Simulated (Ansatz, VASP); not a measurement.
**B: VASP beside Ansatz**

```xyz
6
Lattice="1.6594 -2.8537 0.0000 1.6594 2.8537 0.0000 0.0000 0.0000 4.6688" Properties=species:S:1:pos:R:3 pbc="T T T"
B     1.6594    0.0000    1.1672
B     1.6594    0.0000    3.5016
B     0.6553   -0.6038    0.0000
B     2.6634    0.6038    0.0000
B     0.6553    0.6038    2.3344
B     2.6634   -0.6038    2.3344
```

Alike in both runs: task single point; functional PBE; k mesh 6 × 6 × 4; occupations gaussian, width 0.1 eV; no spin polarisation.

|  | VASP | Ansatz |
| --- | --- | --- |
| version | VASP 6.6.1 | Ansatz 0.2.0 |
| potentials or method | VASP PAW PBE potentials, release 64 (B), cutoff 520 eV | scalar-relativistic, plane waves, PAW |
| valence electrons in the cell | 18 | 18 |

VASP gave:

| Item | Value |
| --- | --- |
| gap on the k mesh at the Fermi level (eV) | none |
| pressure (GPa) | 26.4 |
| traceless stress, the component that is largest in VASP (GPa) | -44.09 |
| rms of the force components (eV/Å) | 0.754 |

What did Ansatz give for the same quantities?

gap on the k mesh at the Fermi level (eV): none; pressure (GPa): 26.3; traceless stress, the component that is largest in VASP (GPa): -44.05; rms of the force components (eV/Å): 0.751.

Atom by atom the forces differ by 0.003 eV/Å (rms over components). A gap of «none» marks a metal or a gap that the smearing closes. With one functional, cell and mesh, what is left measures potentials, basis and numerics.

The k mesh is coarse, so the values compare programs but aren't converged.
